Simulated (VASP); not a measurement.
# CO2 in VASP: further runs, part 2 of 2

VASP 6.6.1. The steps go on from the part before.

### 4 Single point, PBE (15.56 Å³/atom)

This run uses another cell than the first one, of 15.56 Å³/atom.

INCAR

```
SYSTEM = CO2
ALGO = Normal
EDIFF = 1E-6
ENCUT = 1340
GGA = PE
GGA_COMPAT = .FALSE.
ISIF = 2
ISMEAR = 0
LASPH = .TRUE.
LCHARG = .TRUE.
LELF = .TRUE.
LREAL = .FALSE.
LVHAR = .TRUE.
LWAVE = .FALSE.
NBANDS = 44
NELM = 120
PREC = Accurate
SIGMA = 0.05
```

KPOINTS

```
k-points
0
G
  4 4 4
  0 0 0
```

POSCAR

```
CO2
1.0
    5.7157459363      0.0000000000      0.0000000000
    0.0000000000      5.7157459363      0.0000000000
    0.0000000000      0.0000000000      5.7157459363
C O
4 8
Direct
    0.0000000000      0.0000000000      0.0000000000
    0.5000000000      0.0000000000      0.5000000000
    0.5000000000      0.5000000000      0.0000000000
    0.0000000000      0.5000000000      0.5000000000
    0.1114834447      0.1114834447      0.1114834447
    0.3885165553      0.8885165553      0.6114834447
    0.6114834447      0.3885165553      0.8885165553
    0.8885165553      0.6114834447      0.3885165553
    0.8885165553      0.8885165553      0.8885165553
    0.6114834447      0.1114834447      0.3885165553
    0.3885165553      0.6114834447      0.1114834447
    0.1114834447      0.3885165553      0.6114834447
```

Potentials or basis: VASP PAW PBE potentials, release 64 (C_h, O_h).

Run with:

```
$ cat potpaw_PBE.64/C_h/POTCAR potpaw_PBE.64/O_h/POTCAR > POTCAR
$ mpirun -np 1 vasp_std > vasp.out
```

OUTCAR:

```text
SYSTEM = CO2
   EDIFF = 1E-6
   ENCUT = 1340
   GGA = PE
   ISIF = 2
   ISMEAR = 0
   LASPH = .TRUE.
   LREAL = .FALSE.
   NELM = 120
   PREC = Accurate

 ion  position               nearest neighbor table
   1  0.000  0.000  0.000-   5 1.10   9 1.10
   2  0.500  0.000  0.500-   6 1.10  10 1.10
   3  0.500  0.500  0.000-   7 1.10  11 1.10
   4  0.000  0.500  0.500-   8 1.10  12 1.10
   5  0.111  0.111  0.111-   1 1.10
   6  0.389  0.889  0.611-   2 1.10
   7  0.611  0.389  0.889-   3 1.10
   8  0.889  0.611  0.389-   4 1.10
   9  0.889  0.889  0.889-   1 1.10
  10  0.611  0.111  0.389-   2 1.10
  11  0.389  0.611  0.111-   3 1.10
  12  0.111  0.389  0.611-   4 1.10

  LATTYP: Found a simple cubic cell.
 ALAT       =     5.7157459363

  Lattice vectors:

 A1 = (   5.7157459363,   0.0000000000,   0.0000000000)
[... 194 lines left out ...]
  band No.  band energies     occupation
      1     -24.7273      2.00000
      2     -24.5905      2.00000
      3     -24.5905      2.00000
      4     -24.5905      2.00000
      5     -23.6812      2.00000
      6     -23.6812      2.00000
[... 506 lines left out ...]
     43       6.5810      0.00000
     44       6.5810      0.00000

------------------------ aborting loop because EDIFF is reached ----------------------------------------

  FORCE on cell =-STRESS in cart. coord.  units (eV):
  Direction    XX          YY          ZZ          XY          YZ          ZX
  --------------------------------------------------------------------------------------
  -------------------------------------------------------------------------------------
  Total       25.3961291     25.3961291     25.3961291      0.0000000     -0.0000000     -0.0000000
  in kB      217.9010688    217.9010688    217.9010688      0.0000000     -0.0000000     -0.0000000
  external PRESSURE =     217.9010688 kB  Pullay stress =       0.0000000 kB

 VOLUME and BASIS-vectors are now :
 -----------------------------------------------------------------------------
  energy-cutoff  :     1340.00
  volume of cell :      186.73
      direct lattice vectors                 reciprocal lattice vectors
     5.715745936  0.000000000  0.000000000     0.174955292  0.000000000  0.000000000
     0.000000000  5.715745936  0.000000000     0.000000000  0.174955292  0.000000000
     0.000000000  0.000000000  5.715745936     0.000000000  0.000000000  0.174955292

 POSITION                                       TOTAL-FORCE (eV/Angst)
 -----------------------------------------------------------------------------------
      0.00000      0.00000      0.00000         0.000000      0.000000      0.000000
      2.85787      0.00000      2.85787         0.000000      0.000000      0.000000
      2.85787      2.85787      0.00000         0.000000      0.000000      0.000000
      0.00000      2.85787      2.85787         0.000000      0.000000      0.000000
      0.63721      0.63721      0.63721         4.924396      4.924396      4.924396
      2.22066      5.07853      3.49508        -4.924396     -4.924396      4.924396
      3.49508      2.22066      5.07853         4.924396     -4.924396     -4.924396
      5.07853      3.49508      2.22066        -4.924396      4.924396     -4.924396
      5.07853      5.07853      5.07853        -4.924396     -4.924396     -4.924396
      3.49508      0.63721      2.22066         4.924396      4.924396     -4.924396
      2.22066      3.49508      0.63721        -4.924396      4.924396      4.924396
      0.63721      2.22066      3.49508         4.924396     -4.924396      4.924396
 -----------------------------------------------------------------------------------
    total drift:                               -0.000000      0.000000      0.000000

  FREE ENERGIE OF THE ION-ELECTRON SYSTEM (eV)
  ---------------------------------------------------
  free  energy   TOTEN  =       -91.2021938561 eV

  energy  without entropy=      -91.2021938561  energy(sigma->0) =      -91.20219386
```

stdout:

```text
POSCAR found type information on POSCAR C O
 POSCAR found :  2 types and      12 ions
 scaLAPACK will be used
 LDA part: xc-table for (Slater+PW92), standard interpolation
 POSCAR, INCAR and KPOINTS ok, starting setup
 FFT: planning ... GRIDC
 FFT: planning ... GRID_SOFT
 FFT: planning ... GRID
 WAVECAR not read
 entering main loop
```

It took 6.4 min on 1 thread of Intel Xeon Platinum 8375C at 2.90GHz (Ice Lake), shared host; peak memory 0.8 GiB.

Results:

| Item | Value |
| --- | --- |
| Free energy | -91.2022 eV |
| Pressure | 21.8 GPa |
| Largest force | 8.529 eV/Å |
| Band gap on the k mesh | 7.25 eV |

Forces in eV/Å, atoms in the order of the input:
```
C    0.000  0.000  0.000
C    0.000  0.000  0.000
C    0.000  0.000  0.000
C    0.000  0.000  0.000
O    4.924  4.924  4.924
O   -4.924 -4.924  4.924
O    4.924 -4.924 -4.924
O   -4.924  4.924 -4.924
O   -4.924 -4.924 -4.924
O    4.924  4.924 -4.924
O   -4.924  4.924  4.924
O    4.924 -4.924  4.924
```

Levels at points of the mesh, in eV from the valence-band top:
```csv
k point,band 30,band 31,band 32,band 33,band 34,band 35
"(0.00, 0.00, 0.00)",-0.15,0.00,0.00,7.25,9.39,9.39
"(0.50, 0.00, 0.00)",-0.23,-0.06,-0.06,8.65,8.65,9.24
"(0.50, 0.50, 0.00)",-0.22,-0.22,-0.22,9.13,9.13,9.13
"(0.50, 0.50, 0.50)",-0.24,-0.24,-0.24,9.33,9.33,9.33
```

Caveat: the cell stands under pressure; this functional lacks dispersion, which holds the molecules together, so the pressure and a relaxed volume are unreliable; forces of over 1 eV/Å act on the atoms, so gaps and moduli don't describe the material at rest. A k mesh can miss the band edges.

### 5 The runs side by side

| potentials or basis | cell | cutoff (eV) | gap on the mesh (eV) | pressure (GPa) | largest force (eV/Å) |
| --- | --- | --- | --- | --- | --- |
| VASP PAW PBE potentials, release 64 (C, O) | a = 6.009, b = 6.009, c = 6.156 Å, 12 atoms | 520 | 6.60 | 1.2 | 0.62 |
| VASP PAW PBE potentials, release 64 (C, O) | a = 5.905, b = 5.905, c = 5.764 Å, 12 atoms | 520 | 6.94 | 12.7 | 5.31 |
| VASP PAW PBE potentials, release 64 (C_h, O_h) | a = 5.716 Å, 12 atoms | 1340 | 7.25 | 21.8 | 8.53 |

Alike in all rows: task single point; level PBE; no spin polarisation; k mesh 4 × 4 × 4; smearing gaussian 0.05 eV.

Caveats: this functional lacks dispersion, which holds the molecules together, so the pressure and a relaxed volume are unreliable; the cell stands under pressure (at least some runs); forces of over 1 eV/Å act on the atoms, so gaps and moduli don't describe the material at rest (at least some runs).

Absolute energies hang on the potentials; compare differences alone.
